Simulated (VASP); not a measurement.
# PrBe3Si (P6_3mc) in VASP: single point with PBE

Aim: the single point of PrBe3Si with PBE.

Everything below comes from runs of VASP 6.6.1. Logs are shortened: lines on timing, memory, paths and dates and some standing lists are left out, and cuts for length are marked.

**1. The cell of the first run**

The typed cell holds 10 atoms: a = 5.007 Å, b = 5.007 Å, c = 7.349 Å, α = 90.00°, β = 90.00°, γ = 120.00°.

**2. Single point, PBE**

Input file INCAR:

```
SYSTEM = PrBe3Si
PREC = Accurate
ENCUT = 600
EDIFF = 1E-6
ISMEAR = 0
SIGMA = 0.2
LREAL = .FALSE.
LASPH = .TRUE.
NELM = 200
ALGO = Normal
ISIF = 2
LWAVE = .FALSE.
LCHARG = .TRUE.
GGA = PE
LELF = .TRUE.
LVHAR = .TRUE.
NBANDS = 34
GGA_COMPAT = .FALSE.
LMAXMIX = 6
```

Input file KPOINTS:

```
regular mesh
0
G
  3 3 3
  0 0 0
```

Input file POSCAR:

```
PrBe3Si
1.0
    5.0066013777      0.0000000000      0.0000000000
   -2.5033006889      4.3358439798      0.0000000000
    0.0000000000      0.0000000000      7.3491455293
Pr Be Si
2 6 2
Direct
    0.0000000000      0.0000000000      0.2752788368
    0.0000000000      0.0000000000      0.7752788368
    0.4999557890      0.5000698372      0.5252959922
    0.4999301628      0.9998859518      0.5252959922
    0.0001140482      0.5000442110      0.5252959922
    0.5000442110      0.4999301628      0.0252959922
    0.5000698372      0.0001140482      0.0252959922
    0.9998859518      0.4999557890      0.0252959922
    0.3333333333      0.6666666667      0.7753493265
    0.6666666667      0.3333333333      0.2753493265
```

Potentials or basis: VASP PAW PBE potentials, release 64 (Pr, Be, Si).

On the command line:

```bash
cat potpaw_PBE.64/Pr/POTCAR potpaw_PBE.64/Be/POTCAR potpaw_PBE.64/Si/POTCAR > POTCAR
mpirun -np 1 vasp_std > vasp.out
```

OUTCAR:

```text
SYSTEM = PrBe3Si
   PREC = Accurate
   ENCUT = 600
   EDIFF = 1E-6
   ISMEAR = 0
   LREAL = .FALSE.
   LASPH = .TRUE.
   NELM = 200
   ISIF = 2
   GGA = PE

 ion  position               nearest neighbor table
   1  0.000  0.000  0.275-  10 2.89  10 2.89  10 2.89
   2  0.000  0.000  0.775-   9 2.89   9 2.89   9 2.89
   3  0.500  0.500  0.525-  10 2.34   9 2.34
   4  0.500  1.000  0.525-  10 2.34   9 2.34
   5  0.000  0.500  0.525-  10 2.34   9 2.34
   6  0.500  0.500  0.025-   9 2.34  10 2.34
   7  0.500  0.000  0.025-   9 2.34  10 2.34
   8  1.000  0.500  0.025-   9 2.34  10 2.34
   9  0.333  0.667  0.775-   8 2.34   7 2.34   6 2.34   5 2.34   4 2.34   3 2.34   2 2.89   2 2.89
                             2 2.89
  10  0.667  0.333  0.275-   5 2.34   4 2.34   3 2.34   8 2.34   7 2.34   6 2.34   1 2.89   1 2.89
                             1 2.89

  LATTYP: Found a hexagonal cell.
 ALAT       =     5.0066013777
 C/A-ratio  =     1.4678910852

  Lattice vectors:

 A1 = (   5.0066013777,   0.0000000000,   0.0000000000)
 A2 = (  -2.5033006889,   4.3358439798,   0.0000000000)
 A3 = (   0.0000000000,   0.0000000000,   7.3491455293)

Analysis of symmetry for initial positions (statically):
=====================================================================
 Subroutine PRICEL returns:
 Original cell was already a primitive cell.

 Routine SETGRP: Setting up the symmetry group for a
 hexagonal supercell.

 Subroutine GETGRP returns: Found  6 space group operations
 (whereof  3 operations were pure point group operations)
 out of a pool of 24 trial point group operations.

The static configuration has the point symmetry C_3 .
 The point group associated with its full space group is C_6 .

Analysis of symmetry for dynamics (positions and initial velocities):
=====================================================================
 Subroutine PRICEL returns:
 Original cell was already a primitive cell.

 Routine SETGRP: Setting up the symmetry group for a
 hexagonal supercell.

 Subroutine GETGRP returns: Found  6 space group operations
 (whereof  3 operations were pure point group operations)
 out of a pool of 24 trial point group operations.

The dynamic configuration has the point symmetry C_3 .
 The point group associated with its full space group is C_6 .

 Subroutine INISYM returns: Found  6 space group operations
 (whereof  3 operations are pure point group operations),
 and found     1 'primitive' translations

----------------------------------------------------------------------------------------

                                     Primitive cell

  volume of cell :     159.5341

  direct lattice vectors                    reciprocal lattice vectors
     5.006601378  0.000000000  0.000000000     0.199736293  0.115317803  0.000000000
    -2.503300689  4.335843980  0.000000000     0.000000000  0.230635605  0.000000000
     0.000000000  0.000000000  7.349145529     0.000000000  0.000000000  0.136070241

  length of vectors
     5.006601378  5.006601378  7.349145529     0.230635605  0.230635605  0.136070241

  position of ions in fractional coordinates (direct lattice)
     0.000000000  0.000000000  0.275278837
     0.000000000  0.000000000  0.775278837
     0.499955789  0.500069837  0.525295992
     0.499930163  0.999885952  0.525295992
     0.000114048  0.500044211  0.525295992
     0.500044211  0.499930163  0.025295992
     0.500069837  0.000114048  0.025295992
     0.999885952  0.499955789  0.025295992
     0.333333333  0.666666667  0.775349326
     0.666666667  0.333333333  0.275349326

  ion indices of the primitive-cell ions
   primitive index   ion index
                 1           1
                 2           2
                 3           3
                 4           4
                 5           5
                 6           6
                 7           7
                 8           8
                 9           9
                10          10

----------------------------------------------------------------------------------------

 KPOINTS: regular mesh

Automatic generation of k-mesh.
 Grid dimensions read from file:
 generate k-points for:    3    3    3

 Generating k-lattice:

  Cartesian coordinates                     Fractional coordinates (reciprocal lattice)
     0.066578764  0.038439268  0.000000000     0.333333333  0.000000000  0.000000000
     0.000000000  0.076878535  0.000000000     0.000000000  0.333333333  0.000000000
     0.000000000  0.000000000  0.045356747     0.000000000  0.000000000  0.333333333

  Length of vectors
     0.076878535  0.076878535  0.045356747

  Shift w.r.t. Gamma in fractional coordinates (k-lattice)
     0.000000000  0.000000000  0.000000000

 Subroutine IBZKPT returns following result:
 ===========================================

 Found      6 irreducible k-points:

 Following reciprocal coordinates:
            Coordinates               Weight
  0.000000  0.000000  0.000000      1.000000
  0.333333 -0.000000  0.000000      6.000000
  0.333333  0.333333  0.000000      2.000000
  0.000000  0.000000  0.333333      2.000000
  0.333333 -0.000000  0.333333     12.000000
  0.333333  0.333333  0.333333      4.000000
   k-points           NKPTS =      6   k-points in BZ     NKDIM =      6   number of bands    NBANDS=     34
   number of dos      NEDOS =    301   number of ions     NIONS =     10
   total plane-waves  NPLWV =  96000
   dimension x,y,z NGX =    40 NGY =   40 NGZ =   60
   dimension x,y,z NGXF=    80 NGYF=   80 NGZF=  120
   ions per type =               2   6   2
   NGX,Y,Z   is equivalent  to a cutoff of  13.28, 13.28, 13.57 a.u.
   NGXF,Y,Z  is equivalent  to a cutoff of  26.56, 26.56, 27.15 a.u.
 SYSTEM =  PrBe3Si
   PREC   = accura    normal or accurate (medium, high low for compatibility)
   ISTART =      0    job   : 0-new  1-cont  2-samecut
   ICHARG =      2    charge: 1-file 2-atom 10-const
   ISPIN  =      1    spin polarized calculation?
   LNONCOLLINEAR =      F non collinear calculations
   LSORBIT =      F    spin-orbit coupling
   LASPH  =      T    aspherical Exc in radial PAW
   ENCUT  =  600.0 eV  44.10 Ry    6.64 a.u.  10.00 10.00 14.68*2*pi/ulx,y,z
   NELM   =    200;   NELMIN=  2; NELMDL= -5     # of ELM steps
   EDIFF  = 0.1E-05   stopping-criterion for ELM
   LREAL  =      F    real-space projection
   EDIFFG = 0.1E-04   stopping-criterion for IOM
   NSW    =      0    number of steps for IOM
   IBRION =     -1    ionic relax: 0-MD 1-quasi-New 2-CG
   NFREE  =      0    steps in history (QN), initial steepest desc. (CG)
   ISIF   =      2    stress and relaxation
   ISYM   =      2    0-nonsym 1-usesym 2-fastsym
   POTIM  = 0.5000    time-step for ionic-motion
   TEBEG  =    0.0;   TEEND  =   0.0 temperature during run
   PSTRESS=    0.0 pullay stress
   NELECT =      46.0000    total number of electrons
   NUPDOWN=      -1.0000    fix difference up-down
   EMIN   =  10.00;   EMAX   =-10.00  energy-range for DOS
   EFERMI =   0.00;   METHOD = LEGACY
   ISMEAR =     0;   SIGMA  =   0.20  broadening in eV -4-tet -1-fermi 0-gaus
   EFERMI_NEDOS =   21; number of points for ismear=-14 and -15
   IALGO  =     38    algorithm
   IMIX   =      4    mixing-type and parameters
     AMIX     =   0.40;   BMIX     =  1.00
     AMIX_MAG =   1.60;   BMIX_MAG =  1.00
  volume/ion in A,a.u.               =      15.95       107.66
  Fermi-wavevector in a.u.,A,eV,Ry     =   1.081541  2.043816 15.915152  1.169731
  Thomas-Fermi vector in A             =   2.217560
   LORBIT       =      0    0 simple, 1 ext, 2 COOP (PROOUT), +10 PAW based schemes
   GGA     = PE    functional components
   LHFCALC =     F    Hartree Fock is set to
   AEXX    =    0.0000 exact exchange contribution
   IVDW    =     0    specifies the selected vdW correction
   LEPSILON=     F    determine dielectric tensor
   LRPA    =     F    only Hartree local field effects (RPA)
 non-spin polarized calculation
 Gauss-broadening in eV      SIGMA  =   0.20
  energy-cutoff  :      600.00
  volume of cell :      159.53
 maximum number of plane-waves:      5340
 NGX is ok and might be reduce to    40
   NGX = 19   NGY = 19   NGZ = 29

 number of electron      45.9999999 magnetization

 Free energy of the ion-electron system (eV)
  ---------------------------------------------------
  ext. energy  EPLUGINS =         0.00000000
  ---------------------------------------------------
  free energy    TOTEN  =       -43.50840771 eV

  energy without entropy =      -43.05704696  energy(sigma->0) =      -43.28272733

 E-fermi :   5.5829     XC(G=0): -10.0856

 val. band max:        5.5304795929   @ k =   0.3333  -0.0000   0.0000
 cond. band min:       5.5976402833   @ k =   0.3333   0.3333   0.0000
 fundamental gap:      0.0671606905
 Fermi energy:         5.5828729084

 k-point     1 :       0.0000    0.0000    0.0000
  band No.  band energies     occupation
      1     -29.7747      2.00000
      2     -29.7240      2.00000
      3     -12.0744      2.00000
      4     -11.8982      2.00000
      5     -11.8982      2.00000
      6     -11.8001      2.00000
[... 26 lines left out ...]
     33       5.9225      0.01633
     34       5.9225      0.01633

 k-point     2 :       0.3333   -0.0000    0.0000
  band No.  band energies     occupation
      1     -29.7727      2.00000
      2     -29.7220      2.00000
      3     -12.0629      2.00000
      4     -11.9970      2.00000
      5     -11.9165      2.00000
      6     -11.8893      2.00000
[... 26 lines left out ...]
     33       5.9732      0.00578
     34       6.0997      0.00026

 k-point     3 :       0.3333    0.3333    0.0000
  band No.  band energies     occupation
      1     -29.7717      2.00000
      2     -29.7210      2.00000
      3     -12.0572      2.00000
      4     -11.9910      2.00000
      5     -11.9910      2.00000
      6     -11.8753      2.00000
[... 26 lines left out ...]
     33       6.0222      0.00189
     34       6.0269      0.00169

 k-point     4 :       0.0000    0.0000    0.3333
  band No.  band energies     occupation
      1     -29.7621      2.00000
      2     -29.7368      2.00000
      3     -11.9160      2.00000
      4     -11.8740      2.00000
      5     -11.8740      2.00000
      6     -11.8250      2.00000
[... 26 lines left out ...]
     33       5.9582      0.00796
     34       5.9591      0.00780

 k-point     5 :       0.3333   -0.0000    0.3333
  band No.  band energies     occupation
      1     -29.7601      2.00000
      2     -29.7347      2.00000
      3     -11.9705      2.00000
      4     -11.9174      2.00000
      5     -11.9044      2.00000
      6     -11.8924      2.00000
[... 26 lines left out ...]
     33       6.0327      0.00147
     34       6.0547      0.00085

 k-point     6 :       0.3333    0.3333    0.3333
  band No.  band energies     occupation
      1     -29.7591      2.00000
      2     -29.7337      2.00000
      3     -11.9693      2.00000
      4     -11.9693      2.00000
      5     -11.8998      2.00000
      6     -11.8979      2.00000
[... 26 lines left out ...]
     33       5.9778      0.00522
     34       5.9801      0.00497

------------------------ aborting loop because EDIFF is reached ----------------------------------------

  FORCE on cell =-STRESS in cart. coord.  units (eV):
  Direction    XX          YY          ZZ          XY          YZ          ZX
  --------------------------------------------------------------------------------------
  -------------------------------------------------------------------------------------
  Total       -5.0530230     -5.0530230     -4.0939611     -0.0000000      0.0000000      0.0000000
  in kB      -50.7467631    -50.7467631    -41.1150460     -0.0000002      0.0000000      0.0000000
  external PRESSURE =     -47.5361907 kB  Pullay stress =       0.0000000 kB

 VOLUME and BASIS-vectors are now :
 -----------------------------------------------------------------------------
  energy-cutoff  :      600.00
  volume of cell :      159.53
      direct lattice vectors                 reciprocal lattice vectors
     5.006601378  0.000000000  0.000000000     0.199736293  0.115317803  0.000000000
    -2.503300689  4.335843980  0.000000000     0.000000000  0.230635605  0.000000000
     0.000000000  0.000000000  7.349145529     0.000000000  0.000000000  0.136070241

 POSITION                                       TOTAL-FORCE (eV/Angst)
 -----------------------------------------------------------------------------------
      0.00000      0.00000      2.02306         0.000000      0.000000      0.001105
      0.00000      0.00000      5.69764         0.000000     -0.000000      0.001105
      1.25125      2.16822      3.86048         0.000743     -0.000733     -0.000445
     -0.00006      4.33535      3.86048         0.000263      0.001010     -0.000445
     -1.25119      2.16811      3.86048        -0.001006     -0.000277     -0.000445
      1.25205      2.16762      0.18590        -0.000743      0.000733     -0.000445
      2.50336      0.00049      0.18590        -0.000263     -0.001010     -0.000445
      3.75449      2.16773      0.18590         0.001006      0.000277     -0.000445
     -0.00000      2.89056      5.69816         0.000000      0.000000      0.000231
      2.50330      1.44528      2.02358         0.000000      0.000000      0.000231
 -----------------------------------------------------------------------------------
    total drift:                                0.000000      0.000000     -0.000251

  FREE ENERGIE OF THE ION-ELECTRON SYSTEM (eV)
  ---------------------------------------------------
  free  energy   TOTEN  =       -43.5084077137 eV

  energy  without entropy=      -43.0570469556  energy(sigma->0) =      -43.28272733
```

Run time: 3.5 min. Hardware: 1 thread of Intel Xeon 8259CL, shared host; peak memory 0.32 GiB.

What came out:

- Free energy: -43.5084 eV
- Pressure: -4.8 GPa
- Band gap on the k mesh: zero (band 23 reaches 5.68 eV, above the bottom of band 24 at 5.47 eV)

Caveat: the k points lie up to 0.48 Å⁻¹ apart; spin-orbit coupling is left out, which moves the levels of the heavy elements; without U or exact exchange the open f shell lies at the Fermi level, which spoils levels, moments and volumes. Spin polarisation is off, so any magnetic state and its effect on volume and gap are missing.
